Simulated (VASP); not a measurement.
Here is a VASP 6.6.1 calculation.

File INCAR:

```
SYSTEM = SnSe2
ALGO     = Normal         ! electronic algorithm
EDIFF    = 1E-6           ! SCF threshold, eV
ENCUT    = 500            ! plane-wave cutoff, eV
GGA      = PE             ! functional
GGA_COMPAT= .False.      
ISIF     = 2              ! what is computed and relaxed
ISMEAR   = 0              ! smearing method
IVDW     = 12             ! dispersion correction
LASPH    = .True.         ! aspherical terms in the spheres
LCHARG   = .False.        ! write CHGCAR
LREAL    = .False.        ! projectors in reciprocal space
LWAVE    = .False.        ! write WAVECAR
NBANDS   = 20             ! bands
NELM     = 120            ! most SCF steps
PREC     = Accurate       ! precision mode
SIGMA    = 0.03           ! smearing width, eV
```

The input KPOINTS:

```
k-points
0
Gamma
  12 12 6
  0 0 0
```

POSCAR

```
SnSe2
1.0
    3.9360000000      0.0000000000      0.0000000000
   -1.9680000000      3.4086759893      0.0000000000
    0.0000000000      0.0000000000      6.0099097605
Sn Se
1 2
Direct
    0.0000000000      0.0000000000      0.0000000000
    0.3333333333      0.6666666667      0.2651331237
    0.6666666667      0.3333333333      0.7348668763
```

Potentials or basis: VASP PAW PBE potentials, release 64 (Sn_d, Se).

Run with:

```bash
$ cat potpaw_PBE.64/Sn_d/POTCAR potpaw_PBE.64/Se/POTCAR > POTCAR
$ mpirun -np 1 vasp_std > vasp.out
```

**Question.** What does it give for the largest force?

**Answer.** 0.206 eV/Å.

**Question.** What does it give for the pressure?

**Answer.** -2.9 GPa.

**Question.** Predict the dispersion energy per atom.

**Answer.** -0.346 eV.

Stress tensor (GPa, compression positive):
```
-3.31  0.00  0.00
 0.00 -3.31  0.00
 0.00  0.00 -1.98
```
